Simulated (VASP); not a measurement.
# ZnO (P6_3mc) in VASP: single point with LDA

Aim: the single point of ZnO with LDA.

All numbers are computed with VASP 6.6.1; they aren't measurements. Logs are shortened: lines on timing, memory, paths and dates and some standing lists are left out, and cuts for length are marked.

**What was measured.**

From “Electronic structure of alkaline earth and post-transition metal oxides”, 2009, arxiv:0908.1581, for a bulk crystal of ZnO: band gap 3.37 eV.

The results are compared with them further down.

## (1) The cell of the first run

Symmetry: P6_3mc, No. 186, hexagonal system. The conventional cell has a = 3.187 Å, b = 3.187 Å, c = 5.153 Å, α = 90.00°, β = 90.00°, γ = 120.00°. Within 2.6 Å of Zn (site symmetry 3m) lie 4 O at 1.94 to 1.95 Å. O (site symmetry 3m) has 4 Zn at 1.94 to 1.95 Å within 2.6 Å.

## (2) Single point, LDA

Input file INCAR:

```
PREC = Accurate
ENCUT = 520
EDIFF = 1E-6
ISMEAR = 0
SIGMA = 0.05
LREAL = F
LASPH = T
NELM = 80
ALGO = Normal
ISIF = 2
LWAVE = F
LCHARG = F
GGA = CA
NBANDS = 26
```

Input file KPOINTS:

```
regular mesh
0
Gamma
  12 12 6
```

Input file POSCAR:

```
ZnO
1.0
    3.1871780739      0.0000000000      0.0000000000
   -1.5935890369      2.7601771784      0.0000000000
    0.0000000000      0.0000000000      5.1531926628
Zn O
2 2
Direct
    0.3333333333      0.6666666667      0.0018514197
    0.6666666667      0.3333333333      0.5018514197
    0.3333333333      0.6666666667      0.3802485803
    0.6666666667      0.3333333333      0.8802485803
```

Potentials or basis: VASP PAW LDA potentials, release 64 (Zn, O).

The run is started by

```
cat potpaw_LDA.64/Zn/POTCAR potpaw_LDA.64/O/POTCAR > POTCAR
mpirun -np 1 vasp_std > vasp.out
```

OUTCAR:

```text
PREC = Accurate
   ENCUT = 520
   EDIFF = 1E-6
   ISMEAR = 0
   LREAL = F
   LASPH = T
   NELM = 80
   ISIF = 2
   GGA = CA

 ion  position               nearest neighbor table
   1  0.333  0.667  0.002-   4 1.94   4 1.94   4 1.94   3 1.95
   2  0.667  0.333  0.502-   3 1.94   3 1.94   3 1.94   4 1.95
   3  0.333  0.667  0.380-   2 1.94   2 1.94   2 1.94   1 1.95
   4  0.667  0.333  0.880-   1 1.94   1 1.94   1 1.94   2 1.95

  LATTYP: Found a hexagonal cell.
 ALAT       =     3.1871780739
 C/A-ratio  =     1.6168511904

  Lattice vectors:

 A1 = (   3.1871780739,   0.0000000000,   0.0000000000)
 A2 = (  -1.5935890369,   2.7601771784,   0.0000000000)
 A3 = (   0.0000000000,   0.0000000000,   5.1531926628)

Analysis of symmetry for initial positions (statically):
=====================================================================
 Subroutine PRICEL returns:
 Original cell was already a primitive cell.

 Routine SETGRP: Setting up the symmetry group for a
 hexagonal supercell.

 Subroutine GETGRP returns: Found 12 space group operations
 (whereof  6 operations were pure point group operations)
 out of a pool of 24 trial point group operations.

The static configuration has the point symmetry C_3v.
 The point group associated with its full space group is C_6v.

Analysis of symmetry for dynamics (positions and initial velocities):
=====================================================================
 Subroutine PRICEL returns:
 Original cell was already a primitive cell.

 Routine SETGRP: Setting up the symmetry group for a
 hexagonal supercell.

 Subroutine GETGRP returns: Found 12 space group operations
 (whereof  6 operations were pure point group operations)
 out of a pool of 24 trial point group operations.

The dynamic configuration has the point symmetry C_3v.
 The point group associated with its full space group is C_6v.

 Subroutine INISYM returns: Found 12 space group operations
 (whereof  6 operations are pure point group operations),
 and found     1 'primitive' translations

----------------------------------------------------------------------------------------

                                     Primitive cell

  volume of cell :      45.3335

  direct lattice vectors                    reciprocal lattice vectors
     3.187178074  0.000000000  0.000000000     0.313757179  0.181147791  0.000000000
    -1.593589037  2.760177178  0.000000000     0.000000000  0.362295583  0.000000000
     0.000000000  0.000000000  5.153192663     0.000000000  0.000000000  0.194054456

  length of vectors
     3.187178074  3.187178074  5.153192663     0.362295583  0.362295583  0.194054456

  position of ions in fractional coordinates (direct lattice)
     0.333333333  0.666666667  0.001851420
     0.666666667  0.333333333  0.501851420
     0.333333333  0.666666667  0.380248580
     0.666666667  0.333333333  0.880248580

  ion indices of the primitive-cell ions
   primitive index   ion index
                 1           1
                 2           2
                 3           3
                 4           4

----------------------------------------------------------------------------------------

 KPOINTS: regular mesh

Automatic generation of k-mesh.
 Grid dimensions read from file:
 generate k-points for:   12   12    6

 Generating k-lattice:

  Cartesian coordinates                     Fractional coordinates (reciprocal lattice)
     0.026146432  0.015095649  0.000000000     0.083333333  0.000000000  0.000000000
     0.000000000  0.030191299  0.000000000     0.000000000  0.083333333  0.000000000
     0.000000000  0.000000000  0.032342409     0.000000000  0.000000000  0.166666667

  Length of vectors
     0.030191299  0.030191299  0.032342409

  Shift w.r.t. Gamma in fractional coordinates (k-lattice)
     0.000000000  0.000000000  0.000000000

 Subroutine IBZKPT returns following result:
 ===========================================

 Found     76 irreducible k-points:

 Following reciprocal coordinates:
            Coordinates               Weight
  0.000000  0.000000  0.000000      1.000000
  0.083333  0.000000  0.000000      6.000000
  0.166667  0.000000  0.000000      6.000000
  0.250000  0.000000  0.000000      6.000000
  0.333333  0.000000  0.000000      6.000000
  0.416667  0.000000  0.000000      6.000000
[... 16 lines left out ...]
  0.250000  0.000000  0.166667     12.000000
  0.333333  0.000000  0.166667     12.000000
 [... further k-points ...]
   k-points           NKPTS =     76   k-points in BZ     NKDIM =     76   number of bands    NBANDS=     26
   number of dos      NEDOS =    301   number of ions     NIONS =      4
   total plane-waves  NPLWV =  23040
   dimension x,y,z NGX =    24 NGY =   24 NGZ =   40
   dimension x,y,z NGXF=    48 NGYF=   48 NGZF=   80
   ions per type =               2   2
   NGX,Y,Z   is equivalent  to a cutoff of  12.52, 12.52, 12.90 a.u.
   NGXF,Y,Z  is equivalent  to a cutoff of  25.04, 25.04, 25.81 a.u.
 SYSTEM =  unknown system
   PREC   = accura    normal or accurate (medium, high low for compatibility)
   ISTART =      0    job   : 0-new  1-cont  2-samecut
   ICHARG =      2    charge: 1-file 2-atom 10-const
   ISPIN  =      1    spin polarized calculation?
   LNONCOLLINEAR =      F non collinear calculations
   LSORBIT =      F    spin-orbit coupling
   LASPH  =      T    aspherical Exc in radial PAW
   ENCUT  =  520.0 eV  38.22 Ry    6.18 a.u.   5.93  5.93  9.58*2*pi/ulx,y,z
   NELM   =     80;   NELMIN=  2; NELMDL= -5     # of ELM steps
   EDIFF  = 0.1E-05   stopping-criterion for ELM
   LREAL  =      F    real-space projection
   EDIFFG = 0.1E-04   stopping-criterion for IOM
   NSW    =      0    number of steps for IOM
   IBRION =     -1    ionic relax: 0-MD 1-quasi-New 2-CG
   NFREE  =      0    steps in history (QN), initial steepest desc. (CG)
   ISIF   =      2    stress and relaxation
   ISYM   =      2    0-nonsym 1-usesym 2-fastsym
   POTIM  = 0.5000    time-step for ionic-motion
   TEBEG  =    0.0;   TEEND  =   0.0 temperature during run
   PSTRESS=    0.0 pullay stress
   NELECT =      36.0000    total number of electrons
   NUPDOWN=      -1.0000    fix difference up-down
   EMIN   =  10.00;   EMAX   =-10.00  energy-range for DOS
   EFERMI =   0.00;   METHOD = LEGACY
   ISMEAR =     0;   SIGMA  =   0.05  broadening in eV -4-tet -1-fermi 0-gaus
   EFERMI_NEDOS =   21; number of points for ismear=-14 and -15
   IALGO  =     38    algorithm
   IMIX   =      4    mixing-type and parameters
     AMIX     =   0.40;   BMIX     =  1.00
     AMIX_MAG =   1.60;   BMIX_MAG =  1.00
  volume/ion in A,a.u.               =      11.33        76.48
  Fermi-wavevector in a.u.,A,eV,Ry     =   1.516011  2.864846 31.270138  2.298290
  Thomas-Fermi vector in A             =   2.625458
   LORBIT       =      0    0 simple, 1 ext, 2 COOP (PROOUT), +10 PAW based schemes
   GGA     = CA    functional components
   LHFCALC =     F    Hartree Fock is set to
   AEXX    =    0.0000 exact exchange contribution
   IVDW    =     0    specifies the selected vdW correction
   LEPSILON=     F    determine dielectric tensor
   LRPA    =     F    only Hartree local field effects (RPA)
 non-spin polarized calculation
 Gauss-broadening in eV      SIGMA  =   0.05
  energy-cutoff  :      520.00
  volume of cell :       45.33
 maximum number of plane-waves:      1237
 NGX is ok and might be reduce to    24
   NGX = 11   NGY = 11   NGZ = 19

 number of electron      35.9999983 magnetization

 Free energy of the ion-electron system (eV)
  ---------------------------------------------------
  ext. energy  EPLUGINS =         0.00000000
  ---------------------------------------------------
  free energy    TOTEN  =       -21.15689081 eV

  energy without entropy =      -21.15689081  energy(sigma->0) =      -21.15689081

 E-fermi :   1.6017     XC(G=0): -11.7246

 val. band max:        1.3502212116   @ k =   0.0000   0.0000   0.0000
 cond. band min:       2.1584054206   @ k =   0.0000   0.0000   0.0000
 fundamental gap:      0.8081842089
 Fermi energy:         1.6016566159

 k-point     1 :       0.0000    0.0000    0.0000
  band No.  band energies     occupation
      1     -16.8728      2.00000
      2     -16.0303      2.00000
      3      -4.7740      2.00000
      4      -4.6814      2.00000
      5      -4.6814      2.00000
      6      -4.6435      2.00000
[... 18 lines left out ...]
     25      15.6607      0.00000
     26      15.6607      0.00000

 k-point     2 :       0.0833    0.0000    0.0000
  band No.  band energies     occupation
      1     -16.8279      2.00000
      2     -16.0096      2.00000
      3      -4.7497      2.00000
      4      -4.6973      2.00000
      5      -4.6572      2.00000
      6      -4.6149      2.00000
[... 18 lines left out ...]
     25      15.5095      0.00000
     26      15.7623      0.00000

 k-point     3 :       0.1667    0.0000    0.0000
  band No.  band energies     occupation
      1     -16.7014      2.00000
      2     -15.9553      2.00000
      3      -4.8689      2.00000
      4      -4.5939      2.00000
      5      -4.5832      2.00000
      6      -4.5485      2.00000
[... 18 lines left out ...]
     25      15.4860      0.00000
     26      15.8592      0.00000

 k-point     4 :       0.2500    0.0000    0.0000
  band No.  band energies     occupation
      1     -16.5174      2.00000
      2     -15.8863      2.00000
      3      -4.9987      2.00000
      4      -4.6158      2.00000
      5      -4.5165      2.00000
      6      -4.4139      2.00000
[... 18 lines left out ...]
     25      14.8201      0.00000
     26      15.6970      0.00000
[... 496 lines left out ...]
      1     -16.6535      2.00000
      2     -16.0072      2.00000
      3      -4.9095      2.00000
      4      -4.7544      2.00000
      5      -4.5833      2.00000
      6      -4.5504      2.00000
[... 18 lines left out ...]
     25      14.6117      0.00000
     26      15.6308      0.00000

 k-point    23 :       0.2500    0.0000    0.1667
  band No.  band energies     occupation
      1     -16.4758      2.00000
      2     -15.9288      2.00000
      3      -5.0347      2.00000
      4      -4.7538      2.00000
      5      -4.5011      2.00000
      6      -4.4340      2.00000
[... 18 lines left out ...]
     25      14.8204      0.00000
     26      15.5612      0.00000

 k-point    24 :       0.3333    0.0000    0.1667
  band No.  band energies     occupation
      1     -16.2804      2.00000
      2     -15.8601      2.00000
      3      -5.1045      2.00000
      4      -4.7969      2.00000
      5      -4.4321      2.00000
      6      -4.2931      2.00000
[... 18 lines left out ...]
     25      14.8605      0.00000
     26      15.5395      0.00000

 [... further k-points ...]
[... 5 lines left out ...]
  --------------------------------------------------------------------------------------
  -------------------------------------------------------------------------------------
  Total        0.3131151      0.3131151      0.3049063      0.0000000      0.0000000      0.0000000
  in kB       11.0661091     11.0661091     10.7759920      0.0000000      0.0000000      0.0000000
  external PRESSURE =      10.9694034 kB  Pullay stress =       0.0000000 kB

 VOLUME and BASIS-vectors are now :
 -----------------------------------------------------------------------------
  energy-cutoff  :      520.00
  volume of cell :       45.33
      direct lattice vectors                 reciprocal lattice vectors
     3.187178074  0.000000000  0.000000000     0.313757179  0.181147791  0.000000000
    -1.593589037  2.760177178  0.000000000     0.000000000  0.362295583  0.000000000
     0.000000000  0.000000000  5.153192663     0.000000000  0.000000000  0.194054456

 POSITION                                       TOTAL-FORCE (eV/Angst)
 -----------------------------------------------------------------------------------
     -0.00000      1.84012      0.00954         0.000000     -0.000000      0.001713
      1.59359      0.92006      2.58614         0.000000      0.000000      0.001713
     -0.00000      1.84012      1.95949        -0.000000     -0.000000     -0.001713
      1.59359      0.92006      4.53609         0.000000      0.000000     -0.001713
 -----------------------------------------------------------------------------------
    total drift:                                0.000000      0.000001      0.000372

  FREE ENERGIE OF THE ION-ELECTRON SYSTEM (eV)
  ---------------------------------------------------
  free  energy   TOTEN  =       -21.1568908131 eV

  energy  without entropy=      -21.1568908131  energy(sigma->0) =      -21.15689081
```

It took 25 s on 1 thread of Intel Xeon 6975P-C (Granite Rapids), shared host; peak memory 0.19 GiB.

Results:

* Free energy: -21.1569 eV
* Pressure: 1.1 GPa
* Band gap on the k mesh: 0.81 eV, direct

Levels at points of the mesh, in eV from the valence-band top:
```
           k point  band 15  band 16  band 17  band 18  band 19  band 20  band 21  band 22
(0.00, 0.00, 0.00)    -0.86    -0.10     0.00     0.00     0.81     5.29     8.20    12.96
(0.50, 0.00, 0.00)    -3.03    -2.45    -1.41    -0.91     5.89     6.77     7.45     8.71
(0.00, 0.00, 0.50)    -0.43    -0.43    -0.43    -0.43     3.49     3.49    10.05    10.05
(0.50, 0.00, 0.50)    -1.63    -1.63    -1.50    -1.50     5.64     5.64     8.58     8.58
```

## (3) Against experiment

Step 2. Against the measured gap of ZnO, 3.37 eV (quoted in “Electronic structure of alkaline earth and post-transition metal oxides”, 2009, arxiv:0908.1581), the calculated 0.81 eV is off by -2.56 eV. So large a miss can be the level of theory's own, or it may mean another phase, state or a wrong row. The value is that of LDA, without temperature or zero-point motion. Semilocal functionals fall short of measured gaps as a rule.
